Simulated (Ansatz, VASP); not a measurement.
## Ga: VASP beside Ansatz

INCAR

```
ALGO     = Normal         # electronic algorithm
EDIFF    = 1E-8           # SCF threshold, eV
ENCUT    = 520            # plane-wave cutoff, eV
GGA      = PE             # functional
ISIF     = 2              # what is computed and relaxed
ISMEAR   = -1             # smearing method
LASPH    = True           # aspherical terms in the spheres
LCHARG   = False          # write CHGCAR
LEFG     = True         
LREAL    = False          # projectors in reciprocal space
LWAVE    = False          # write WAVECAR
NBANDS   = 34             # bands
NELM     = 60             # most SCF steps
PREC     = Accurate       # precision mode
SIGMA    = 0.05           # smearing width, eV
```

KPOINTS

```
k-points
0
Gamma
  9 9 8
```

POSCAR

```
Ga
1.0
    2.2478069671     -3.8096159580      0.0000000000
    2.2478069671      3.8096159580      0.0000000000
    0.0000000000      0.0000000000      4.5015938671
Ga
4
Direct
    0.1525000000      0.8475000000      0.0785000000
    0.6525000000      0.3475000000      0.4215000000
    0.8475000000      0.1525000000      0.9215000000
    0.3475000000      0.6525000000      0.5785000000
```

Input for Ansatz:

```yaml
crystal:
  lattice:
    - [2.2478069671, -3.809615958, 0.0]
    - [2.2478069671, 3.809615958, 0.0]
    - [0.0, 0.0, 4.5015938671]
  atoms:
    - { symbol: Ga, position: [0.1525, 0.8475, 0.0785] }
    - { symbol: Ga, position: [0.6525, 0.3475, 0.4215] }
    - { symbol: Ga, position: [0.8475, 0.1525, 0.9215] }
    - { symbol: Ga, position: [0.3475, 0.6525, 0.5785] }
kpoints:
  mp_grid: { grid: [9, 9, 8] }
scf:
  occupations: { method: fermi_dirac, width: 0.05 }
hamiltonian:
  xc: pbe
  pseudopotentials: { kind: all_electron, datasets: crystal }
output:
  forces: true
  stress: true
  eigenvalues: true
  efg: { contact_densities: true }
```

Change from the starting cell: volume scaled by 0.99, crystal datasets.

Alike in both runs: task electric field gradients; functional PBE; k mesh 9 × 9 × 8; occupations fermi-dirac, width 0.05 eV; no spin polarisation.

|  | VASP | Ansatz |
| --- | --- | --- |
| version | VASP 6.6.1 | Ansatz 0.2.0 |
| potentials or method | VASP PAW PBE potentials, release 64 (Ga_d), cutoff 520 eV | all-electron PAW with datasets made for the crystal, scalar-relativistic |

```tsv
	VASP	Ansatz	Ansatz less VASP
pressure (GPa)	3.1	2.9	-0.13
traceless stress, the component that is largest in VASP (GPa)	1.73	1.69	-0.034
rms of the force components (eV/Å)	0.255	0.255	0.0000
size of Vzz on the site where it differs most (V/Å²)	52.5	55.2	+2.77
```

Atom by atom the forces differ by 0.000 eV/Å (rms over components). Ansatz ran all-electron here, and VASP with PAW potentials.
